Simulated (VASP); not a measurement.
# Pt (Fm-3m) in VASP: further runs

Runs on Pt. Level: PBEsol. Tasks: single point, relaxation of cell and atoms.

Program: VASP 6.6.1. These are calculated values, not measurements. Logs are shortened: lines on timing, memory, paths and dates and some standing lists are left out, and cuts for length are marked.

## Step 1: The cell of the first run

It takes space group Fm-3m (No. 225, cubic). The conventional cell has a = 3.918 Å, b = 3.918 Å, c = 3.918 Å, α = 90.00°, β = 90.00°, γ = 90.00°. Within 3.7 Å of Pt (site symmetry m-3m) lie 12 Pt at 2.77 Å.

## Step 2: Single point, PBEsol

INCAR

```
SYSTEM = Pt
PREC = Accurate ; ENCUT = 520
EDIFF = 1E-6 ; ISMEAR = 0
SIGMA = 0.1 ; LREAL = .False.
LASPH = .True. ; NELM = 100
ALGO = Normal ; ISIF = 2
LWAVE = .False. ; LCHARG = .False.
GGA = PS ; NBANDS = 11
```

KPOINTS

```
regular mesh
0
Gamma
  18 18 18
  0 0 0
```

POSCAR

```
Pt
1.0
    0.0000000000      1.9589914952      1.9589914952
    1.9589914952      0.0000000000      1.9589914952
    1.9589914952      1.9589914952      0.0000000000
Pt
1
Direct
    0.0000000000      0.0000000000      0.0000000000
```

Potentials or basis: VASP PAW PBE potentials, release 64 (Pt).

On the command line:

```console
> cat potpaw_PBE.64/Pt/POTCAR > POTCAR
> mpirun -np 1 vasp_std > vasp.out
```

OUTCAR:

```text
SYSTEM = Pt
   PREC = Accurate
   ENCUT = 520
   EDIFF = 1E-6
   ISMEAR = 0
   LREAL = .False.
   LASPH = .True.
   NELM = 100
   ISIF = 2
   GGA = PS

 ion  position               nearest neighbor table
   1  0.000  0.000  0.000-

  LATTYP: Found a face centered cubic cell.
 ALAT       =     3.9179829904

  Lattice vectors:

 A1 = (   0.0000000000,   1.9589914952,   1.9589914952)
 A2 = (   1.9589914952,   0.0000000000,   1.9589914952)
 A3 = (   1.9589914952,   1.9589914952,   0.0000000000)

Analysis of symmetry for initial positions (statically):
=====================================================================
 Subroutine PRICEL returns:
 Original cell was already a primitive cell.

 Routine SETGRP: Setting up the symmetry group for a
 face centered cubic supercell.

 Subroutine GETGRP returns: Found 48 space group operations
 (whereof 48 operations were pure point group operations)
 out of a pool of 48 trial point group operations.

The static configuration has the point symmetry O_h .

Analysis of symmetry for dynamics (positions and initial velocities):
=====================================================================
 Subroutine PRICEL returns:
 Original cell was already a primitive cell.

 Routine SETGRP: Setting up the symmetry group for a
 face centered cubic supercell.

 Subroutine GETGRP returns: Found 48 space group operations
 (whereof 48 operations were pure point group operations)
 out of a pool of 48 trial point group operations.

The dynamic configuration has the point symmetry O_h .

 Subroutine INISYM returns: Found 48 space group operations
 (whereof 48 operations are pure point group operations),
 and found     1 'primitive' translations

----------------------------------------------------------------------------------------

                                     Primitive cell

  volume of cell :      15.0358

  direct lattice vectors                    reciprocal lattice vectors
     0.000000000  1.958991495  1.958991495    -0.255233369  0.255233369  0.255233369
     1.958991495  0.000000000  1.958991495     0.255233369 -0.255233369  0.255233369
     1.958991495  1.958991495  0.000000000     0.255233369  0.255233369 -0.255233369

  length of vectors
     2.770432341  2.770432341  2.770432341     0.442077164  0.442077164  0.442077164

  position of ions in fractional coordinates (direct lattice)
     0.000000000  0.000000000  0.000000000

  ion indices of the primitive-cell ions
   primitive index   ion index
                 1           1

----------------------------------------------------------------------------------------

 KPOINTS: regular mesh

Automatic generation of k-mesh.
 Grid dimensions read from file:
 generate k-points for:   18   18   18

 Generating k-lattice:

  Cartesian coordinates                     Fractional coordinates (reciprocal lattice)
    -0.014179632  0.014179632  0.014179632     0.055555556  0.000000000  0.000000000
     0.014179632 -0.014179632  0.014179632     0.000000000  0.055555556  0.000000000
     0.014179632  0.014179632 -0.014179632     0.000000000  0.000000000  0.055555556

  Length of vectors
     0.024559842  0.024559842  0.024559842

  Shift w.r.t. Gamma in fractional coordinates (k-lattice)
     0.000000000  0.000000000  0.000000000

 Subroutine IBZKPT returns following result:
 ===========================================

 Found    195 irreducible k-points:

 Following reciprocal coordinates:
            Coordinates               Weight
  0.000000  0.000000  0.000000      1.000000
  0.055556  0.000000  0.000000      8.000000
  0.111111  0.000000  0.000000      8.000000
  0.166667  0.000000  0.000000      8.000000
  0.222222  0.000000  0.000000      8.000000
  0.277778  0.000000  0.000000      8.000000
[... 16 lines left out ...]
 -0.277778  0.055556  0.000000     24.000000
 -0.222222  0.055556  0.000000     24.000000
 [... further k-points ...]
   k-points           NKPTS =    195   k-points in BZ     NKDIM =    195   number of bands    NBANDS=     11
   number of dos      NEDOS =    301   number of ions     NIONS =      1
   total plane-waves  NPLWV =  13824
   dimension x,y,z NGX =    24 NGY =   24 NGZ =   24
   dimension x,y,z NGXF=    48 NGYF=   48 NGZF=   48
   ions per type =               1
   NGX,Y,Z   is equivalent  to a cutoff of  14.40, 14.40, 14.40 a.u.
   NGXF,Y,Z  is equivalent  to a cutoff of  28.80, 28.80, 28.80 a.u.
 SYSTEM =  Pt
   PREC   = accura    normal or accurate (medium, high low for compatibility)
   ISTART =      0    job   : 0-new  1-cont  2-samecut
   ICHARG =      2    charge: 1-file 2-atom 10-const
   ISPIN  =      1    spin polarized calculation?
   LNONCOLLINEAR =      F non collinear calculations
   LSORBIT =      F    spin-orbit coupling
   LASPH  =      T    aspherical Exc in radial PAW
   ENCUT  =  520.0 eV  38.22 Ry    6.18 a.u.   5.15  5.15  5.15*2*pi/ulx,y,z
   NELM   =    100;   NELMIN=  2; NELMDL= -5     # of ELM steps
   EDIFF  = 0.1E-05   stopping-criterion for ELM
   LREAL  =      F    real-space projection
   EDIFFG = 0.1E-04   stopping-criterion for IOM
   NSW    =      0    number of steps for IOM
   IBRION =     -1    ionic relax: 0-MD 1-quasi-New 2-CG
   NFREE  =      0    steps in history (QN), initial steepest desc. (CG)
   ISIF   =      2    stress and relaxation
   ISYM   =      2    0-nonsym 1-usesym 2-fastsym
   POTIM  = 0.5000    time-step for ionic-motion
   TEBEG  =    0.0;   TEEND  =   0.0 temperature during run
   PSTRESS=    0.0 pullay stress
   NELECT =      10.0000    total number of electrons
   NUPDOWN=      -1.0000    fix difference up-down
   EMIN   =  10.00;   EMAX   =-10.00  energy-range for DOS
   EFERMI =   0.00;   METHOD = LEGACY
   ISMEAR =     0;   SIGMA  =   0.10  broadening in eV -4-tet -1-fermi 0-gaus
   EFERMI_NEDOS =   21; number of points for ismear=-14 and -15
   IALGO  =     38    algorithm
   IMIX   =      4    mixing-type and parameters
     AMIX     =   0.40;   BMIX     =  1.00
     AMIX_MAG =   1.60;   BMIX_MAG =  1.00
  volume/ion in A,a.u.               =      15.04       101.47
  Fermi-wavevector in a.u.,A,eV,Ry     =   1.429000  2.700419 27.783661  2.042041
  Thomas-Fermi vector in A             =   2.549001
   LORBIT       =      0    0 simple, 1 ext, 2 COOP (PROOUT), +10 PAW based schemes
   GGA     = PS    functional components
   LHFCALC =     F    Hartree Fock is set to
   AEXX    =    0.0000 exact exchange contribution
   IVDW    =     0    specifies the selected vdW correction
   LEPSILON=     F    determine dielectric tensor
   LRPA    =     F    only Hartree local field effects (RPA)
 non-spin polarized calculation
 Gauss-broadening in eV      SIGMA  =   0.10
  energy-cutoff  :      520.00
  volume of cell :       15.04
 maximum number of plane-waves:       419
 NGX is ok and might be reduce to    24
   NGX = 11   NGY = 11   NGZ = 11

 number of electron      10.0000000 magnetization

 Free energy of the ion-electron system (eV)
  ---------------------------------------------------
  ext. energy  EPLUGINS =         0.00000000
  ---------------------------------------------------
  free energy    TOTEN  =        -6.96548683 eV

  energy without entropy =       -6.95484576  energy(sigma->0) =       -6.96016630

 E-fermi :  11.1558     XC(G=0): -13.6462

 val. band max:       11.1553062020   @ k =  -0.3333   0.3889   0.1111
 cond. band min:      11.1670332457   @ k =   0.3889   0.2222   0.0000
 fundamental gap:      0.0117270437
 Fermi energy:        11.1558094002

 k-point     1 :       0.0000    0.0000    0.0000
  band No.  band energies     occupation
      1       0.8242      2.00000
      2       7.3288      2.00000
      3       7.3288      2.00000
      4       7.3288      2.00000
      5       9.5177      2.00000
      6       9.5177      2.00000
      7      25.7705      0.00000
      8      30.7445      0.00000
      9      30.7445      0.00000
     10      30.7445      0.00000
     11      36.0543      0.00000

 k-point     2 :       0.0556    0.0000    0.0000
  band No.  band energies     occupation
      1       0.9492      2.00000
      2       7.2719      2.00000
      3       7.3790      2.00000
      4       7.3790      2.00000
      5       9.4890      2.00000
      6       9.4890      2.00000
      7      25.9668      0.00000
      8      30.0701      0.00000
      9      30.9372      0.00000
     10      30.9372      0.00000
     11      36.8006      0.00000

 k-point     3 :       0.1111    0.0000    0.0000
  band No.  band energies     occupation
      1       1.3127      2.00000
      2       7.1256      2.00000
      3       7.5106      2.00000
      4       7.5106      2.00000
      5       9.4275      2.00000
      6       9.4275      2.00000
      7      26.5017      0.00000
      8      28.6609      0.00000
      9      31.4974      0.00000
     10      31.4974      0.00000
     11      37.6416      0.00000

 k-point     4 :       0.1667    0.0000    0.0000
  band No.  band energies     occupation
      1       1.8757      2.00000
      2       6.9613      2.00000
      3       7.6592      2.00000
      4       7.6592      2.00000
      5       9.4100      2.00000
      6       9.4100      2.00000
      7      27.0343      0.00000
      8      27.2030      0.00000
      9      32.3678      0.00000
     10      32.3678      0.00000
     11      36.0869      0.00000

 k-point     5 :       0.2222    0.0000    0.0000
  band No.  band energies     occupation
      1       2.5504      2.00000
      2       6.9006      2.00000
      3       7.7247      2.00000
      4       7.7247      2.00000
      5       9.5466      2.00000
      6       9.5466      2.00000
      7      25.3397      0.00000
      8      27.5874      0.00000
      9      33.4009      0.00000
     10      33.4009      0.00000
     11      34.7944      0.00000
[... 211 lines left out ...]
 k-point    21 :      -0.3889    0.0556    0.0000
  band No.  band energies     occupation
      1       3.8423      2.00000
      2       7.2994      2.00000
      3       7.4242      2.00000
      4       8.9331      2.00000
      5      10.6873      2.00000
      6      11.4598      0.00002
      7      18.8135      0.00000
      8      25.8780      0.00000
      9      30.0285      0.00000
     10      31.3155      0.00000
     11      37.6583      0.00000

 k-point    22 :      -0.3333    0.0556    0.0000
  band No.  band energies     occupation
      1       3.7488      2.00000
      2       7.4310      2.00000
      3       7.5459      2.00000
      4       7.9363      2.00000
      5      10.2055      2.00000
      6      10.9523      1.99599
      7      20.8025      0.00000
      8      26.4451      0.00000
      9      30.7810      0.00000
     10      32.7568      0.00000
     11      35.9514      0.00000

 k-point    23 :      -0.2778    0.0556    0.0000
  band No.  band energies     occupation
      1       3.4456      2.00000
      2       7.1433      2.00000
      3       7.6150      2.00000
      4       7.6919      2.00000
      5       9.7075      2.00000
      6      10.4458      2.00000
      7      22.8738      0.00000
      8      27.1706      0.00000
      9      31.7088      0.00000
     10      34.3389      0.00000
     11      34.5746      0.00000

 k-point    24 :      -0.2222    0.0556    0.0000
  band No.  band energies     occupation
      1       2.8798      2.00000
      2       6.8248      2.00000
      3       7.7255      2.00000
      4       7.7946      2.00000
      5       9.3162      2.00000
      6      10.0033      2.00000
      7      24.8125      0.00000
      8      27.6907      0.00000
      9      32.2131      0.00000
     10      33.6234      0.00000
     11      34.8815      0.00000

 [... further k-points ...]
[... 5 lines left out ...]
  --------------------------------------------------------------------------------------
  -------------------------------------------------------------------------------------
  Total       -0.0384197     -0.0384197     -0.0384197      0.0000000      0.0000000     -0.0000000
  in kB       -4.0938952     -4.0938952     -4.0938952      0.0000000      0.0000000     -0.0000000
  external PRESSURE =      -4.0938952 kB  Pullay stress =       0.0000000 kB

 VOLUME and BASIS-vectors are now :
 -----------------------------------------------------------------------------
  energy-cutoff  :      520.00
  volume of cell :       15.04
      direct lattice vectors                 reciprocal lattice vectors
     0.000000000  1.958991495  1.958991495    -0.255233369  0.255233369  0.255233369
     1.958991495  0.000000000  1.958991495     0.255233369 -0.255233369  0.255233369
     1.958991495  1.958991495  0.000000000     0.255233369  0.255233369 -0.255233369

 POSITION                                       TOTAL-FORCE (eV/Angst)
 -----------------------------------------------------------------------------------
      0.00000      0.00000      0.00000        -0.000000      0.000000      0.000000
 -----------------------------------------------------------------------------------
    total drift:                               -0.000000     -0.000000     -0.000000

  FREE ENERGIE OF THE ION-ELECTRON SYSTEM (eV)
  ---------------------------------------------------
  free  energy   TOTEN  =        -6.9654868320 eV

  energy  without entropy=       -6.9548457593  energy(sigma->0) =       -6.96016630
```

Run time: 62 s. Hardware: 1 thread of AMD EPYC 7R13, shared host; peak memory 0.13 GiB.

Results:

```yaml
Free_energy: -6.9655 eV
Pressure: -0.4 GPa
Band_gap_on_the_k_mesh: zero (bands 5 and 6 overlap by 2.24 eV)
```

Caveat: the PAW data sets were made with another functional, which shifts forces and pressure a little; spin-orbit coupling is left out, which moves the levels of the heavy elements.

## Step 3: Relaxation of cell and atoms, PBEsol

This run uses another cell than the first one, of 15.33 Å³/atom.

INCAR

```
PREC = Accurate
ENCUT = 600
EDIFF = 1E-6
ISMEAR = 0
SIGMA = 0.1
LREAL = False
LASPH = True
NELM = 100
ALGO = Normal
ISIF = 3
LWAVE = False
LCHARG = False
GGA = PS
IBRION = 2
NSW = 100
EDIFFG = -0.005
```

KPOINTS

```
Automatic mesh
0
Gamma
  18 18 18
```

POSCAR

```
Pt
1.0
    0.0000000000      1.9715751809      1.9715751809
    1.9715751809      0.0000000000      1.9715751809
    1.9715751809      1.9715751809      0.0000000000
Pt
1
Direct
    0.0000000000      0.0000000000      0.0000000000
```

Potentials or basis: VASP PAW PBE potentials, release 64 (Pt).

On the command line:

```console
> cat potpaw_PBE.64/Pt/POTCAR > POTCAR
> mpirun -np 1 vasp_std > vasp.out
```

Run time: 2.5 min. Hardware: 1 thread of AMD EPYC 7R13, shared host; peak memory 0.15 GiB.

The run converged. Its results:

```yaml
Free_energy: -6.9656 eV
Relaxed_volume: 15.02 Å³/atom
Relaxed_cell: a = 2.769 Å, b = 2.769 Å, c = 2.769 Å, α = 60.00°, β = 60.00°, γ = 60.00°
Space_group_after_relaxing_to_0.1_Å: Fm-3m (No. 225)
Energy_gained_by_relaxing: 5.5 meV/atom
Ionic_steps: 4
Pressure_after_relaxing: 0.0 GPa
Band_gap_on_the_k_mesh: zero (bands 5 and 6 overlap by 2.25 eV)
```

The path:
| step | energy change (eV) | largest force (eV/Å) | pressure (GPa) | volume (Å³) |
| --- | --- | --- | --- | --- |
| 1 | 0.0000 | 0.0000 | -5.55 | 15.33 |
| 2 | 0.0425 | 0.0000 | 19.48 | 14.18 |
| 3 | -0.0055 | 0.0000 | -0.13 | 15.03 |
| 4 | -0.0055 | 0.0000 | -0.01 | 15.02 |

Final structure:
```cif
data_structure
_symmetry_space_group_name_H-M 'P 1'
_symmetry_Int_Tables_number 1
_cell_length_a 2.7695
_cell_length_b 2.7695
_cell_length_c 2.7695
_cell_angle_alpha 60.000
_cell_angle_beta 60.000
_cell_angle_gamma 60.000
_cell_volume 15.02
loop_
_atom_site_label
_atom_site_type_symbol
_atom_site_fract_x
_atom_site_fract_y
_atom_site_fract_z
_atom_site_occupancy
Pt1 Pt 0.00000 0.00000 0.00000 1
```

Levels at points of the mesh, in eV from the Fermi level:
```tsv
k point	band 2	band 3	band 4	band 5	band 6	band 7	band 8	band 9
(0.00, 0.00, 0.00)	-3.83	-3.83	-3.83	-1.64	-1.64	14.61	19.59	19.59
(0.50, 0.00, 0.00)	-3.89	-3.89	-0.57	0.04	0.04	5.83	14.17	18.97
(0.50, 0.50, 0.00)	-6.69	0.02	0.49	0.49	1.70	8.87	11.35	11.35
```

Caveat: the PAW data sets were made with another functional, which shifts forces and pressure a little; spin-orbit coupling is left out, which moves the levels of the heavy elements.
